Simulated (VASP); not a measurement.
# Co (P-1) in VASP: notebook, part 2 of 2

VASP 6.6.1.

## 4. Single point, PBE, collinear spin, ferromagnetic start

File INCAR:

```
PREC     = Accurate       # precision mode
ENCUT    = 520            # plane-wave cutoff, eV
EDIFF    = 1E-6           # SCF threshold, eV
ISMEAR   = -1             # smearing method
SIGMA    = 0.1            # smearing width, eV
LREAL    = F              # projectors in reciprocal space
LASPH    = T              # aspherical terms in the spheres
NELM     = 150            # most SCF steps
ALGO     = Normal         # electronic algorithm
ISIF     = 2              # what is computed and relaxed
LWAVE    = F              # write WAVECAR
LCHARG   = T              # write CHGCAR
ISPIN    = 2              # spin polarisation
MAGMOM   = 2              # initial moments
LORBIT   = 11             # projections on sites
LMAXMIX  = 4              # l up to which the mixer works
GGA      = PE             # functional
LELF     = T              # ELF
LVHAR    = T            
NBANDS   = 14             # bands
```

File KPOINTS:

```
regular mesh
0
Gamma
  10 9 10
```

File POSCAR:

```
Co
1.0
   -1.4145745000      1.3929095500      1.3921574700
    1.4429802800     -1.3751271500      1.4027808400
    1.4112696000      1.3718222500     -1.3743750600
Co
1
Direct
    0.0000000000      0.0000000000      0.0000000000
```

Potentials or basis: VASP PAW PBE potentials, release 64 (Co).

On the command line:

```sh
cat potpaw_PBE.64/Co/POTCAR > POTCAR
mpirun -np 1 vasp_std > vasp.out
```

OUTCAR:

```text
PREC = Accurate
   ENCUT = 520
   EDIFF = 1E-6
   ISMEAR = -1
   LREAL = F
   LASPH = T
   NELM = 150
   ISIF = 2
   ISPIN = 2
   LORBIT = 11
   GGA = PE

 ion  position               nearest neighbor table
   1  0.000  0.000  0.000-

  LATTYP: Found a triclinic cell.
 ALAT       =     6.1639271409
 B/A-ratio  =     0.6337387412
 C/A-ratio  =     0.3933743782
 COS(alpha) =     0.0005142480
 COS(beta)  =     0.2599597309
 COS(gamma) =     0.9471042428

  Lattice vectors:

 A1 = (  -0.0350155800,   5.5116812000,  -2.7593734900)
 A2 = (  -0.0317106800,   2.7469494000,  -2.7771559000)
 A3 = (  -1.4145745000,   1.3929095500,   1.3921574700)

Analysis of symmetry for initial positions (statically):
=====================================================================
 Subroutine PRICEL returns:
 Original cell was already a primitive cell.

 Routine SETGRP: Setting up the symmetry group for a
 triclinic supercell.

 Subroutine GETGRP returns: Found  2 space group operations
 (whereof  2 operations were pure point group operations)
 out of a pool of  2 trial point group operations.

The static configuration has the point symmetry S_2 .

Analysis of symmetry for dynamics (positions and initial velocities):
=====================================================================
 Subroutine PRICEL returns:
 Original cell was already a primitive cell.

 Routine SETGRP: Setting up the symmetry group for a
 triclinic supercell.

 Subroutine GETGRP returns: Found  2 space group operations
 (whereof  2 operations were pure point group operations)
 out of a pool of  2 trial point group operations.

The dynamic configuration has the point symmetry S_2 .

Analysis of structural, dynamic, and magnetic symmetry:
=====================================================================
 Subroutine PRICEL returns:
 Original cell was already a primitive cell.

 Routine SETGRP: Setting up the symmetry group for a
 triclinic supercell.

 Subroutine GETGRP returns: Found  2 space group operations
 (whereof  2 operations were pure point group operations)
 out of a pool of  2 trial point group operations.

The overall configuration has the point symmetry S_2 .

 Subroutine INISYM returns: Found  2 space group operations
 (whereof  2 operations are pure point group operations),
 and found     1 'primitive' translations

----------------------------------------------------------------------------------------

                                     Primitive cell

  volume of cell :      11.0262

  direct lattice vectors                    reciprocal lattice vectors
    -1.414574500  1.392909550  1.392157470    -0.003122163  0.359408250  0.355534697
     1.442980280 -1.375127150  1.402780840     0.346826794 -0.001864074  0.354276607
     1.411269600  1.371822250 -1.374375060     0.350832501  0.362155868 -0.005869779

  length of vectors
     2.424731006  2.437408635  2.400517647     0.505558067  0.495786461  0.504256652

  position of ions in fractional coordinates (direct lattice)
     0.000000000  0.000000000  0.000000000

  ion indices of the primitive-cell ions
   primitive index   ion index
                 1           1

----------------------------------------------------------------------------------------

 KPOINTS: regular mesh

Automatic generation of k-mesh.
 Grid dimensions read from file:
 generate k-points for:   10    9   10

 Generating k-lattice:
[... 71 lines left out ...]
   TEBEG  =    0.0;   TEEND  =   0.0 temperature during run
   PSTRESS=    0.0 pullay stress
   NELECT =       9.0000    total number of electrons
   NUPDOWN=      -1.0000    fix difference up-down
   EMIN   =  10.00;   EMAX   =-10.00  energy-range for DOS
   EFERMI =   0.00;   METHOD = LEGACY
   ISMEAR =    -1;   SIGMA  =   0.10  broadening in eV -4-tet -1-fermi 0-gaus
   EFERMI_NEDOS =   21; number of points for ismear=-14 and -15
   IALGO  =     38    algorithm
   IMIX   =      4    mixing-type and parameters
     AMIX     =   0.40;   BMIX     =  1.00
     AMIX_MAG =   1.60;   BMIX_MAG =  1.00
  volume/ion in A,a.u.               =      11.03        74.41
  Fermi-wavevector in a.u.,A,eV,Ry     =   1.529962  2.891209 31.848306  2.340784
  Thomas-Fermi vector in A             =   2.637511
   LORBIT       =     11    0 simple, 1 ext, 2 COOP (PROOUT), +10 PAW based schemes
   GGA     = PE    functional components
   LHFCALC =     F    Hartree Fock is set to
   AEXX    =    0.0000 exact exchange contribution
   IVDW    =     0    specifies the selected vdW correction
   LEPSILON=     F    determine dielectric tensor
   LRPA    =     F    only Hartree local field effects (RPA)
 spin polarized calculation
  energy-cutoff  :      520.00
  volume of cell :       11.03
 maximum number of plane-waves:       321
   NGX =  9   NGY =  9   NGZ =  9

 number of electron       9.0000000 magnetization       1.7607596

 Free energy of the ion-electron system (eV)
  ---------------------------------------------------
  ext. energy  EPLUGINS =         0.00000000
  ---------------------------------------------------
  free energy    TOTEN  =        -6.96677938 eV

  energy without entropy =       -6.91606020  energy(sigma->0) =       -6.94141979

 E-fermi :  10.3611     XC(G=0): -13.3131

 val. band max:       10.3610052359   @ k =  -0.0000  -0.2222   0.4000
 cond. band min:      10.3615556234   @ k =  -0.1000   0.3333   0.3000
 fundamental gap:      0.0005503875
 Fermi energy:        10.3611196486

 spin component 1

 k-point     1 :       0.0000    0.0000    0.0000
  band No.  band energies     occupation
      1       1.1906      1.00000
      2       7.2156      1.00000
      3       7.3160      1.00000
      4       7.4615      1.00000
      5       8.3748      1.00000
      6       8.4525      1.00000
      7      35.0190      0.00000
      8      35.7131      0.00000
      9      36.0046      0.00000
     10      40.4129      0.00000
     11      40.9274      0.00000
     12      41.8008      0.00000
     13      42.5102      0.00000
     14      42.6611      0.00000
[... 379 lines left out ...]
      3       7.0771      1.00000
      4       8.2288      1.00000
      5       8.5762      1.00000
      6       8.6925      1.00000
      7      25.0359      0.00000
      8      29.5948      0.00000
      9      33.1241      0.00000
     10      35.5384      0.00000
     11      38.6733      0.00000
     12      40.6089      0.00000
     13      45.8770      0.00000
     14      46.7863      0.00000

 [... further k-points ...]

 spin component 2

 k-point     1 :       0.0000    0.0000    0.0000
  band No.  band energies     occupation
      1       1.2469      1.00000
      2       8.7441      1.00000
      3       8.8765      1.00000
      4       9.0790      1.00000
      5      10.6206      0.06946
      6      10.8168      0.01038
      7      34.7882      0.00000
      8      35.4905      0.00000
      9      35.7939      0.00000
     10      40.5368      0.00000
     11      40.9948      0.00000
     12      42.6240      0.00000
     13      42.8688      0.00000
     14      43.1468      0.00000
[... 379 lines left out ...]
      3       8.5329      1.00000
      4      10.3370      0.55993
      5      10.3919      0.42367
      6      10.8669      0.00632
      7      25.4922      0.00000
      8      29.8258      0.00000
      9      33.5151      0.00000
     10      35.5928      0.00000
     11      39.0589      0.00000
     12      40.8655      0.00000
     13      46.6078      0.00000
     14      47.6375      0.00000

 [... further k-points ...]

------------------------ aborting loop because EDIFF is reached ----------------------------------------

  FORCE on cell =-STRESS in cart. coord.  units (eV):
  Direction    XX          YY          ZZ          XY          YZ          ZX
  --------------------------------------------------------------------------------------
  -------------------------------------------------------------------------------------
  Total        0.1112088      0.0907135      0.0760564      0.0444421     -0.1129235     -0.1905843
  in kB       16.1593889     13.1812865     11.0515086      6.4577304    -16.4085508    -27.6931825
  external PRESSURE =      13.4640613 kB  Pullay stress =       0.0000000 kB

 VOLUME and BASIS-vectors are now :
 -----------------------------------------------------------------------------
  energy-cutoff  :      520.00
  volume of cell :       11.03
      direct lattice vectors                 reciprocal lattice vectors
    -1.414574500  1.392909550  1.392157470    -0.003122163  0.359408250  0.355534697
     1.442980280 -1.375127150  1.402780840     0.346826794 -0.001864074  0.354276607
     1.411269600  1.371822250 -1.374375060     0.350832501  0.362155868 -0.005869779

 POSITION                                       TOTAL-FORCE (eV/Angst)
 -----------------------------------------------------------------------------------
      0.00000      0.00000      0.00000         0.000000      0.000000      0.000000
 -----------------------------------------------------------------------------------
    total drift:                                0.000000      0.000000      0.000000

  FREE ENERGIE OF THE ION-ELECTRON SYSTEM (eV)
  ---------------------------------------------------
  free  energy   TOTEN  =        -6.9667793823 eV

  energy  without entropy=       -6.9160602043  energy(sigma->0) =       -6.94141979

 total charge

# of ion       s       p       d       tot
------------------------------------------
    1        0.484   0.520   7.232   8.236

 magnetization (x)

# of ion       s       p       d       tot
------------------------------------------
    1       -0.003  -0.044   1.826   1.779
```

It took 2.8 min on 1 thread of Intel Xeon 8259CL, shared host; peak memory 0.22 GiB.

What came out:

```yaml
Free_energy: -6.9668 eV
Pressure: 1.3 GPa
Net_moment: 1.76 μB per cell
Site_moments: Co +1.78 μB
Valence_electrons_inside_the_program's_atomic_spheres: Co 8.24
```

Stress tensor (GPa, compression positive):
```
 1.62  0.65 -2.77
 0.65  1.32 -1.64
-2.77 -1.64  1.11
```

## 5. Overview

```csv
fixed moment (μB),k mesh,smearing,pressure (GPa),moment (μB)
1.0,11 × 11 × 11,fermi-dirac 0.05 eV,-7.1,1.00
1.5,11 × 11 × 11,fermi-dirac 0.05 eV,-2.6,1.50
-,10 × 9 × 10,fermi-dirac 0.1 eV,1.3,1.76
```

Alike in all rows: task single point; level PBE; potentials or basis VASP PAW PBE potentials, release 64 (Co); spin collinear, ferromagnetic start; cell as given; cutoff (eV) 520.

Caveats: the total moment is fixed, so each spin has its own Fermi level (at least some runs); the cell stands under tension (at least some runs).

Absolute energies hang on the potentials; compare differences alone.
